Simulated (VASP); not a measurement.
A run of VASP 6.6.1 is set up as follows.

File INCAR:

```
SYSTEM = TiB2
  PREC = Accurate
  ENCUT = 600
  EDIFF = 1E-7
  ISMEAR = -5
  SIGMA = 0.1
  LREAL = .False.
  LASPH = .True.
  NELM = 100
  ALGO = Normal
  ISIF = 3
  LWAVE = .False.
  LCHARG = .False.
  IBRION = 2
  NSW = 100
  EDIFFG = -0.02
```

KPOINTS

```
regular mesh
0
Gamma
  12 12 10
  0 0 0
```

POSCAR

```
TiB2
1.0
    3.0657467113      0.0000000000      0.0000000000
   -1.5328733556      2.6550145336      0.0000000000
    0.0000000000      0.0000000000      3.2712563681
Ti B
1 2
Direct
    0.0000000000      0.0000000000      0.0000000000
    0.3333333333      0.6666666667      0.5000000000
    0.6666666667      0.3333333333      0.5000000000
```

Potentials or basis: VASP PAW LDA potentials, release 64 (Ti_sv, B).

The run is started by

```sh
$ cat potpaw_LDA.64/Ti_sv/POTCAR potpaw_LDA.64/B/POTCAR > POTCAR
$ mpirun -np 1 vasp_std > vasp.out
```

**Question.** Estimate the space group after relaxing (to 0.1 Å).

**Answer.** P6/mmm (No. 191).

**Question.** Predict the relaxed cell.

**Answer.** a = 2.996 Å, b = 2.996 Å, c = 3.157 Å, α = 90.00°, β = 90.00°, γ = 120.00°.

**Question.** What does it give for the band gap on the k mesh?

**Answer.** Zero (bands 9 and 10 overlap by 0.56 eV).

The path:
| step | energy change (eV) | largest force (eV/Å) | pressure (GPa) | volume (Å³) |
| --- | --- | --- | --- | --- |
| 1 | 0.0000 | 0.0000 | -18.94 | 26.63 |
| 2 | 0.0047 | 0.0000 | 24.89 | 22.78 |
| 3 | -0.1275 | 0.0000 | -0.26 | 24.63 |
| 4 | -0.1275 | 0.0000 | 0.17 | 24.59 |
| 5 | -0.1297 | 0.0000 | 0.20 | 24.55 |

Caveat: tetrahedron occupations give inexact forces and stress in metals.
